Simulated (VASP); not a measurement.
The system is Zr.

```xyz
2
Lattice="3.2320 0.0000 0.0000 -1.6160 2.7990 0.0000 0.0000 0.0000 5.1470" Properties=species:S:1:pos:R:3 pbc="T T T"
Zr    0.0000    1.8660    1.2868
Zr    1.6160    0.9330    3.8603
```

| Property | Result |
| --- | --- |
| Program | VASP 6.6.1 |
| Task | relaxation of cell and atoms |
| Functional | PBEsol |
| Potentials or basis | VASP PAW PBE potentials, release 64 (Zr_sv) |
| Cutoff | 600 eV |
| k mesh | 7 × 7 × 4 |
| Occupations | methfessel-paxton, width 0.05 eV |
| Spin | no spin polarisation |

At the start: pressure -3.1 GPa; volume 23.28 Å³/atom.

Problem. Where does the relaxation end?

Solution. Over 3 steps the energy falls by 7.4 meV/atom and the volume is 22.53 Å³/atom (-3.2 %); space group P6_3/mmc (No. 194, to 0.05 Å).

Step by step:
| step | energy change (eV) | largest force (eV/Å) | pressure (GPa) | volume (Å³) |
| --- | --- | --- | --- | --- |
| 1 | 0.0000 | 0.0000 | -3.08 | 46.56 |
| 2 | 0.0002 | 0.0000 | 3.38 | 43.61 |
| 3 | -0.0148 | 0.0000 | -0.02 | 45.06 |

Final structure:
```
Zr
1.0
     3.19631    0.00000    0.00000
    -1.59816    2.76808    0.00000
     0.00000    0.00000    5.09330
Zr
2
Direct
  0.33333 0.66667 0.25000
  0.66667 0.33333 0.75000
```

Caveat: the PAW data sets were made with another functional, which shifts forces and pressure a little.
